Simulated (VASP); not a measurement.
# ZrO (P4_2/mmc) in VASP: further runs, part 2 of 2

VASP 6.6.1. The steps go on from the part before.

## 3. Single point, PBE (atoms taken out)

File INCAR:

```
PREC = Accurate
ENCUT = 520
EDIFF = 1E-6
ISMEAR = 0
SIGMA = 0.1
LREAL = False
LASPH = True
NELM = 80
ALGO = Normal
ISIF = 2
LWAVE = False
LCHARG = False
GGA = PE
NBANDS = 26
```

File KPOINTS:

```
Automatic mesh
0
Gamma
  12 12 10
```

File POSCAR:

```
ZrO
1.0
    3.1724316952      0.0000000000      0.0000000000
    0.0000000000      3.1724316952      0.0000000000
    0.0000000000      0.0000000000      6.0427468284
Zr O
2 2
Direct
    0.5000000000      0.5000000000      0.2500000000
    0.5000000000      0.5000000000      0.7500000000
    0.0000000000      0.5000000000      0.0000000000
    0.5000000000      0.0000000000      0.5000000000
```

Potentials or basis: VASP PAW PBE potentials, release 64 (Zr_sv, O).

Started as:

```
$ cat potpaw_PBE.64/Zr_sv/POTCAR potpaw_PBE.64/O/POTCAR > POTCAR
$ mpirun -np 1 vasp_std > vasp.out
```

Wall time 3.6 min (1 thread of Intel Xeon 8259CL, shared host); peak memory 0.33 GiB.

It converged, with:

- Free energy: -34.6964 eV
- Pressure: 0.2 GPa
- Band gap on the k mesh: zero (bands 18 and 19 overlap by 2.21 eV)

Stress tensor (GPa, compression positive):
```
0.11 0.00 0.00
0.00 0.11 0.00
0.00 0.00 0.32
```

Levels at points of the mesh, in eV from the Fermi level:
| k point | band 14 | band 15 | band 16 | band 17 | band 18 | band 19 | band 20 | band 21 | band 22 | band 23 |
| --- | --- | --- | --- | --- | --- | --- | --- | --- | --- | --- |
| (0.00, 0.00, 0.00) | -6.70 | -4.50 | -4.50 | -2.99 | -2.04 | -0.86 | 0.67 | 1.67 | 3.12 | 3.20 |
| (0.50, 0.00, 0.00) | -6.42 | -6.36 | -4.74 | -1.48 | 1.34 | 1.37 | 1.57 | 1.74 | 2.05 | 2.23 |
| (0.50, 0.50, 0.00) | -6.16 | -5.52 | -5.39 | -1.87 | -0.71 | -0.71 | 1.14 | 2.78 | 3.70 | 3.70 |
| (0.00, 0.00, 0.50) | -6.50 | -4.77 | -4.77 | -1.83 | -1.83 | -0.24 | -0.24 | 2.19 | 2.19 | 2.81 |
| (0.50, 0.00, 0.50) | -6.35 | -5.94 | -4.73 | -1.07 | 0.81 | 1.20 | 1.68 | 1.90 | 1.96 | 2.48 |
| (0.50, 0.50, 0.50) | -6.50 | -6.29 | -6.29 | -0.24 | -0.24 | -0.18 | -0.18 | 2.88 | 2.88 | 3.30 |

Caveat: the cell differs from its parent crystal (atoms taken out).

## 4. Single point, PBE, collinear spin (atoms taken out)

File INCAR:

```
SYSTEM = ZrO
PREC = Accurate ; ENCUT = 520
EDIFF = 1E-6 ; ISMEAR = 0
SIGMA = 0.1 ; LREAL = .FALSE.
LASPH = .TRUE. ; NELM = 150
ALGO = Normal ; ISIF = 2
LWAVE = .FALSE. ; LCHARG = .FALSE.
ISPIN = 2 ; MAGMOM = 1 1 0 0
LORBIT = 11 ; LMAXMIX = 4
GGA = PE ; NBANDS = 30
```

File KPOINTS:

```
regular mesh
0
G
  6 6 4
  0 0 0
```

File POSCAR:

```
ZrO
1.0
    3.6644366600      0.0000000000      0.0000000000
    0.0000000000      3.6644366600      0.0000000000
    0.0000000000      0.0000000000      5.1822960200
Zr O
2 2
Direct
    0.5000000000      0.5000000000      0.2500000000
    0.5000000000      0.5000000000      0.7500000000
    0.0000000000      0.5000000000      0.0000000000
    0.5000000000      0.0000000000      0.5000000000
```

Potentials or basis: VASP PAW PBE potentials, release 64 (Zr_sv, O).

Started as:

```
$ cat potpaw_PBE.64/Zr_sv/POTCAR potpaw_PBE.64/O/POTCAR > POTCAR
$ mpirun -np 1 vasp_std > vasp.out
```

OUTCAR:

```text
SYSTEM = ZrO
   PREC = Accurate
   ENCUT = 520
   EDIFF = 1E-6
   ISMEAR = 0
   LREAL = .FALSE.
   LASPH = .TRUE.
   NELM = 150
   ISIF = 2
   ISPIN = 2
   LORBIT = 11
   GGA = PE

 ion  position               nearest neighbor table
   1  0.500  0.500  0.250-   3 2.24   4 2.24   4 2.24   3 2.24   2 2.59   2 2.59
   2  0.500  0.500  0.750-   3 2.24   4 2.24   4 2.24   3 2.24   1 2.59   1 2.59
   3  0.000  0.500  0.000-   1 2.24   2 2.24   1 2.24   2 2.24
   4  0.500  0.000  0.500-   1 2.24   2 2.24   1 2.24   2 2.24

  LATTYP: Found a simple tetragonal cell.
 ALAT       =     3.6644366600
 C/A-ratio  =     1.4142135615

  Lattice vectors:

 A1 = (   3.6644366600,   0.0000000000,   0.0000000000)
 A2 = (   0.0000000000,   3.6644366600,   0.0000000000)
[... 1814 lines left out ...]
     0.000000000  0.000000000  5.182296020     0.000000000  0.000000000  0.192964662

 POSITION                                       TOTAL-FORCE (eV/Angst)
 -----------------------------------------------------------------------------------
      1.83222      1.83222      1.29557         0.000000      0.000000      0.000000
      1.83222      1.83222      3.88672         0.000000      0.000000      0.000000
      0.00000      1.83222      0.00000         0.000000      0.000000     -0.000000
      1.83222      0.00000      2.59115         0.000000      0.000000     -0.000000
 -----------------------------------------------------------------------------------
    total drift:                                0.000000      0.000000      0.000000

  FREE ENERGIE OF THE ION-ELECTRON SYSTEM (eV)
  ---------------------------------------------------
  free  energy   TOTEN  =       -33.7276850385 eV

  energy  without entropy=      -33.7098828521  energy(sigma->0) =      -33.71878395

 total charge

# of ion       s       p       d       tot
------------------------------------------
    1        2.156   5.983   1.755   9.894
    2        2.156   5.983   1.755   9.894
    3        1.564   3.420   0.000   4.983
    4        1.564   3.420   0.000   4.983
--------------------------------------------------
tot          7.439  18.805   3.510  29.754

 magnetization (x)

# of ion       s       p       d       tot
------------------------------------------
    1        0.017   0.014   0.175   0.206
    2        0.017   0.014   0.175   0.206
    3        0.006   0.047   0.000   0.053
    4        0.006   0.047   0.000   0.053
--------------------------------------------------
tot          0.046   0.122   0.349   0.517
```

stdout:

```text
POSCAR found type information on POSCAR ZrO
 POSCAR found :  2 types and       4 ions
 scaLAPACK will be used
 LDA part: xc-table for (Slater+PW92), standard interpolation
 POSCAR, INCAR and KPOINTS ok, starting setup
 FFT: planning ... GRIDC
 FFT: planning ... GRID_SOFT
 FFT: planning ... GRID
 WAVECAR not read
 entering main loop
```

It took 2.8 min on 1 thread of Intel Xeon 8259CL, shared host; peak memory 0.25 GiB.

Results:

```
Free energy                                           : -33.7277 eV
Pressure                                              : -2.2 GPa
Net moment                                            : 1.03 μB per cell
Site moments                                          : Zr +0.21; O +0.05 μB
Valence electrons inside the program's atomic spheres : Zr 9.89; O 4.98
```

Caveat: the cell differs from its parent crystal (atoms taken out); the stress differs along the axes, from -9 to 11 GPa.

## 5. Relaxation of cell and atoms, PBE (atoms taken out)

File INCAR:

```
PREC = Accurate
ENCUT = 600
EDIFF = 1E-6
ISMEAR = 0
SIGMA = 0.1
LREAL = F
LASPH = T
NELM = 100
ALGO = Normal
ISIF = 3
LWAVE = F
LCHARG = F
GGA = PE
IBRION = 2
NSW = 100
EDIFFG = -0.01
```

File KPOINTS:

```
Automatic mesh
0
Gamma
  12 12 10
```

POSCAR is that of step 4.

Started as:

```
$ cat potpaw_PBE.64/Zr_sv/POTCAR potpaw_PBE.64/O/POTCAR > POTCAR
$ mpirun -np 1 vasp_std > vasp.out
```

Wall time 35 min (1 thread of Intel Xeon 8259CL, shared host); peak memory 0.41 GiB.

The run converged. Its results:

* Free energy: -34.7094 eV
* Relaxed volume: 15.21 Å³/atom
* Relaxed cell: a = 3.173 Å, b = 3.173 Å, c = 6.045 Å, α = 90.00°, β = 90.00°, γ = 90.00°
* Space group after relaxing (to 0.1 Å): P4_2/mmc (No. 131)
* Energy gained by relaxing: 253.0 meV/atom
* Ionic steps: 9
* Pressure after relaxing: 0.0 GPa
* Band gap on the k mesh: zero (bands 18 and 19 overlap by 2.20 eV)

Stress tensor (GPa, compression positive):
```
 0.04  0.00  0.00
 0.00  0.04  0.00
 0.00  0.00 -0.05
```

The path:
```
step  energy change (eV)  largest force (eV/Å)  pressure (GPa)  volume (Å³)
   1              0.0000                0.0000           -2.54        69.59
   2             -0.7112                0.0000           -3.12        66.50
   3             -0.9879                0.0000           -2.08        62.92
   4             -1.0016                0.0000           -1.71        62.21
   5             -1.0098                0.0000           -0.80        60.94
   6             -1.0098                0.0000           -1.24        61.44
   7             -1.0104                0.0000           -1.08        61.25
   8             -1.0061                0.0000            2.24        60.04
   9             -1.0118                0.0000            0.01        60.84
```

Final structure:
```xyz
4
Lattice="3.1726 0.0000 0.0000 0.0000 3.1726 0.0000 0.0000 0.0000 6.0448" Properties=species:S:1:pos:R:3 pbc="T T T"
Zr    1.5863    1.5863    1.5112
Zr    1.5863    1.5863    4.5336
O     0.0000    1.5863    0.0000
O     1.5863    0.0000    3.0224
```

Levels at points of the mesh, in eV from the Fermi level:
| k point | band 15 | band 16 | band 17 | band 18 | band 19 | band 20 | band 21 | band 22 |
| --- | --- | --- | --- | --- | --- | --- | --- | --- |
| (0.00, 0.00, 0.00) | -4.50 | -4.50 | -2.99 | -2.04 | -0.86 | 0.66 | 1.67 | 3.12 |
| (0.50, 0.00, 0.00) | -6.36 | -4.74 | -1.48 | 1.34 | 1.37 | 1.57 | 1.74 | 2.05 |
| (0.50, 0.50, 0.00) | -5.52 | -5.39 | -1.87 | -0.71 | -0.71 | 1.14 | 2.78 | 3.69 |
| (0.00, 0.00, 0.50) | -4.77 | -4.77 | -1.83 | -1.83 | -0.24 | -0.24 | 2.19 | 2.19 |
| (0.50, 0.00, 0.50) | -5.93 | -4.73 | -1.07 | 0.81 | 1.20 | 1.68 | 1.90 | 1.96 |
| (0.50, 0.50, 0.50) | -6.29 | -6.29 | -0.24 | -0.24 | -0.18 | -0.18 | 2.87 | 2.88 |

Caveat: the cell differs from its parent crystal (atoms taken out); a cell axis changed by over 15 % at a fixed basis, so the end point is rough.

## 6. The runs side by side

| task | spin | cell | k mesh | cutoff (eV) | gap on the mesh (eV) | pressure (GPa) |
| --- | --- | --- | --- | --- | --- | --- |
| single point | off | a = 3.664, b = 3.664, c = 5.182 Å, 4 atoms | 6 × 6 × 4 | 520 | none | -2.7 |
| single point | off | a = 3.172, b = 3.172, c = 6.043 Å, 4 atoms | 12 × 12 × 10 | 520 | none | 0.2 |
| single point | collinear | a = 3.664, b = 3.664, c = 5.182 Å, 4 atoms | 6 × 6 × 4 | 520 | none | -2.2 |
| relaxation of cell and atoms | off | relaxed from a = 3.664, b = 3.664, c = 5.182 Å, 4 atoms | 12 × 12 × 10 | 600 | none | 0.0 |

Alike in all rows: level PBE; potentials or basis VASP PAW PBE potentials, release 64 (Zr_sv, O); smearing gaussian 0.1 eV.

Caveats: the stress differs along the axes, from -9 to 11 GPa (at least some runs); a cell axis changed by over 15 % at a fixed basis, so the end point is rough (at least some runs).

Absolute energies hang on the potentials; compare differences alone.
